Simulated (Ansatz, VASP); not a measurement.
**Two plane-wave programs on CdSe**

The input INCAR:

```
SYSTEM = CdSe
PREC = Accurate
ENCUT = 500
EDIFF = 1E-6
ISMEAR = 0
SIGMA = 0.1
LREAL = .FALSE.
LASPH = .TRUE.
NELM = 120
ALGO = Normal
ISIF = 2
LWAVE = .FALSE.
LCHARG = .TRUE.
GGA = PS
LELF = .TRUE.
LVHAR = .TRUE.
NBANDS = 16
GGA_COMPAT = .FALSE.
```

File KPOINTS:

```
Automatic mesh
0
G
  12 12 12
  0 0 0
```

POSCAR

```
CdSe
1.0
    0.0000000000      2.8739580000      2.8739580000
    2.8739580000      0.0000000000      2.8739580000
    2.8739580000      2.8739580000      0.0000000000
Cd Se
1 1
Direct
    0.0000000000      0.0000000000      0.0000000000
    0.4784913349      0.4929974620      0.5086622699
```

Input for Ansatz:

```yaml
crystal:
  lattice:
    - [0.0, 2.873958, 2.873958]
    - [2.873958, 0.0, 2.873958]
    - [2.873958, 2.873958, 0.0]
  atoms:
    - { symbol: Cd, position: [0.0, 0.0, 0.0] }
    - { symbol: Se, position: [0.4784913349, 0.492997462, 0.5086622699] }
basis:
  ecutwfc: 420
kpoints:
  mp_grid: { grid: [12, 12, 12] }
hamiltonian:
  xc: pbesol
scf:
  occupations: { method: gaussian, width: 0.1 }
output:
  forces: true
  stress: true
  eigenvalues: true
```

Change from the starting cell: one atom moved.

Alike in both runs: task single point; functional PBEsol; k mesh 12 × 12 × 12; occupations gaussian, width 0.1 eV; no spin polarisation.

|  | VASP | Ansatz |
| --- | --- | --- |
| version | VASP 6.6.1 | Ansatz 0.2.0 |
| potentials or method | VASP PAW PBE potentials, release 64 (Cd, Se), cutoff 500 eV | scalar-relativistic, plane waves, PAW |
| valence electrons in the cell | 18 | 36 |

|  | VASP | Ansatz | Ansatz less VASP |
| --- | --- | --- | --- |
| gap on the k mesh at the Fermi level (eV) | none | none | - |
| pressure (GPa) | -3.4 | -3.7 | -0.35 |
| traceless stress, the component that is largest in VASP (GPa) | 0.30 | 0.29 | -0.008 |
| rms of the force components (eV/Å) | 0.050 | 0.046 | -0.0047 |

VASP's potentials were made for PBE, not for PBEsol. Atom by atom the forces differ by 0.005 eV/Å (rms over components). A gap of «none» marks a metal or a gap that the smearing closes. VASP's potentials hold 18 valence electrons a cell and Ansatz's 36, so a difference there can come from the potentials and not from the codes.
